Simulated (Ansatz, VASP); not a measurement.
**Re: VASP beside Ansatz**

Contents of INCAR:

```
ALGO = Normal
EDIFF = 1E-6
ENCUT = 520
GGA = RP
ISIF = 2
ISMEAR = -1
LASPH = True
LCHARG = False
LREAL = False
LWAVE = False
NBANDS = 14
NELM = 100
PREC = Accurate
SIGMA = 0.1
```

Contents of KPOINTS:

```
k-points
0
Gamma
  11 11 11
```

Contents of POSCAR:

```
Re
1.0
    0.0000000000      2.9481608214      2.9481608214
    2.9481608214      0.0000000000      2.9481608214
    2.9481608214      2.9481608214      0.0000000000
Re
2
Direct
    0.1250000000      0.1250000000      0.1250000000
    0.8750000000      0.8750000000      0.8750000000
```

Input for Ansatz:

```yaml
crystal:
  lattice:
    - [0.0, 2.9481608214, 2.9481608214]
    - [2.9481608214, 0.0, 2.9481608214]
    - [2.9481608214, 2.9481608214, 0.0]
  atoms:
    - { symbol: Re, position: [0.125, 0.125, 0.125] }
    - { symbol: Re, position: [0.875, 0.875, 0.875] }
hamiltonian:
  xc: rpbe
  pseudopotentials:
    kind: paw
    azcp:
      Re: "pseudopotentials/Re.paw.azcp"
basis:
  ecutwfc: 420
  fft_grid_basis: typed
kpoints:
  mp_grid: { grid: [11, 11, 11], shift: [0, 0, 0] }
magnetization:
  spin_polarized: false
scf:
  occupations: { method: fermi_dirac, width: 0.1 }
  lower_state_search: "off"
output:
  stress: true
```

Alike in both runs: task single point; functional RPBE; k mesh 11 × 11 × 11; occupations fermi-dirac, width 0.1 eV; no spin polarisation.

```csv
,VASP,Ansatz
version,VASP 6.6.1,Ansatz 0.2.0
potentials or method,"VASP PAW PBE potentials, release 64 (Re), cutoff 520 eV","plane waves (420 eV) with PAW, scalar-relativistic"
valence electrons in the cell,14,30
```

VASP gave:

| Property | Result |
| --- | --- |
| pressure (GPa) | -16.2 |

Q: Which values does Ansatz return?

A: Pressure (GPa): -15.2.

VASP's potentials were made for PBE, not for RPBE. The functional is the same, so the differences come from potentials, cutoffs and numerics. VASP's potentials hold 14 valence electrons a cell and Ansatz's 30, so a difference there can come from the potentials and not from the codes.

Spin-orbit coupling is off throughout.
